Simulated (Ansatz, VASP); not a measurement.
# Ba2C: VASP beside Ansatz

File POSCAR:

```
Ba2C
1.0
    0.0000000000      3.5754242982      3.5754242982
    3.5754242982      0.0000000000      3.5754242982
    3.5754242982      3.5754242982      0.0000000000
C Ba
1 2
Direct
    0.0000000000      0.0000000000      0.0000000000
    0.2500000000      0.2500000000      0.2500000000
    0.7500000000      0.7500000000      0.7500000000
```

File INCAR.step1:

```
SYSTEM = Ba2C
PREC     = Accurate       ! precision mode
ENCUT    = 520            ! plane-wave cutoff, eV
ISMEAR   = -1             ! smearing method
SIGMA    = 0.02           ! smearing width, eV
LREAL    = .False.        ! projectors in reciprocal space
LASPH    = .True.         ! aspherical terms in the spheres
NELM     = 60             ! most SCF steps
NBANDS   = 19             ! bands
GGA      = PE             ! functional
ALGO     = Normal         ! electronic algorithm
EDIFF    = 1E-4           ! SCF threshold, eV
LWAVE    = .True.         ! write WAVECAR
LCHARG   = .False.        ! write CHGCAR
```

File INCAR.step2:

```
SYSTEM = Ba2C
PREC     = Accurate       ! precision mode
ENCUT    = 520            ! plane-wave cutoff, eV
EDIFF    = 1E-7           ! SCF threshold, eV
ISMEAR   = -1             ! smearing method
SIGMA    = 0.02           ! smearing width, eV
LREAL    = .False.        ! projectors in reciprocal space
LASPH    = .True.         ! aspherical terms in the spheres
NELM     = 60             ! most SCF steps
ALGO     = Normal         ! electronic algorithm
ISIF     = 2              ! what is computed and relaxed
LWAVE    = .False.        ! write WAVECAR
LCHARG   = .False.        ! write CHGCAR
METAGGA  = R2SCAN         ! meta-GGA
LMIXTAU  = .True.       
NBANDS   = 19             ! bands
ISTART   = 1
```

KPOINTS

```
regular mesh
0
Gamma
  6 6 6
  0 0 0
```

Input for Ansatz:

```yaml
crystal:
  lattice:
    - [0.0, 3.5754242982, 3.5754242982]
    - [3.5754242982, 0.0, 3.5754242982]
    - [3.5754242982, 3.5754242982, 0.0]
  atoms:
    - { symbol: C, position: [0.0, 0.0, 0.0] }
    - { symbol: Ba, position: [0.25, 0.25, 0.25] }
    - { symbol: Ba, position: [0.75, 0.75, 0.75] }
kpoints:
  mp_grid: { grid: [6, 6, 6] }
hamiltonian:
  xc: r2scan
scf:
  occupations: { method: fermi_dirac, width: 0.02 }
  n_extra_bands: 4
output:
  forces: true
  stress: true
  eigenvalues: true
```

Alike in both runs: task single point; functional r2SCAN; k mesh 6 × 6 × 6; occupations fermi-dirac, width 0.02 eV; no spin polarisation.

|  | VASP | Ansatz |
| --- | --- | --- |
| version | VASP 6.6.1 | Ansatz 0.2.0 |
| potentials or method | VASP PAW PBE potentials, release 64 (C, Ba_sv) | plane waves, PAW |
| plane-wave cutoff (eV) | 520 | 500 |
| valence electrons in the cell | 24 | 24 |

|  | VASP | Ansatz | Ansatz less VASP |
| --- | --- | --- | --- |
| pressure (GPa) | -0.8 | -1.9 | -1.05 |

VASP's potentials were made for PBE, not for r2SCAN.

Spin-orbit coupling is off throughout.
